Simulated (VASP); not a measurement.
Here is a VASP 6.6.1 calculation.

Contents of INCAR:

```
SYSTEM = ZnS
PREC = Accurate
ENCUT = 520
EDIFF = 1E-6
ISMEAR = 0
SIGMA = 0.05
LREAL = .FALSE.
LASPH = .TRUE.
NELM = 80
ALGO = Normal
ISIF = 2
LWAVE = .FALSE.
LCHARG = .FALSE.
NBANDS = 36
```

The input KPOINTS:

```
Automatic mesh
0
G
  8 8 3
  0 0 0
```

POSCAR

```
ZnS
1.0
    2.7046500000     -2.7046500000      0.0000000000
    2.7046500000      0.0000000000     -2.7046500000
    6.2206950000      4.5979050000      5.4093000000
Zn S
3 3
Direct
    0.6291566667      0.6666666667      0.1250333333
   -0.2375100000      0.0000000000      0.7917000000
    0.1958233333      0.3333333333      0.4583666667
    0.4041566667      0.6666666667      0.8750333333
    0.8374900000      1.0000000000      0.5417000000
    0.2708233333      0.3333333333      0.2083666667
```

Potentials or basis: VASP PAW LDA potentials, release 64 (Zn, S).

Launch:

```bash
$ cat potpaw_LDA.64/Zn/POTCAR potpaw_LDA.64/S/POTCAR > POTCAR
$ mpirun -np 1 vasp_std > vasp.out
```

Estimate the pressure.

-5.1 GPa.

What does it give for the largest force?

0.769 eV/Å.

What does it give for the band gap on the k mesh?

1.41 eV.

Forces in eV/Å, atoms in the order of the input:
```
Zn  -0.366  0.235 -0.114
Zn  -0.036  0.102 -0.094
Zn   0.038  0.098  0.100
S    0.671 -0.350  0.137
S   -0.060 -0.115 -0.072
S   -0.248  0.030  0.042
```

Caveat: the cell stands under tension.
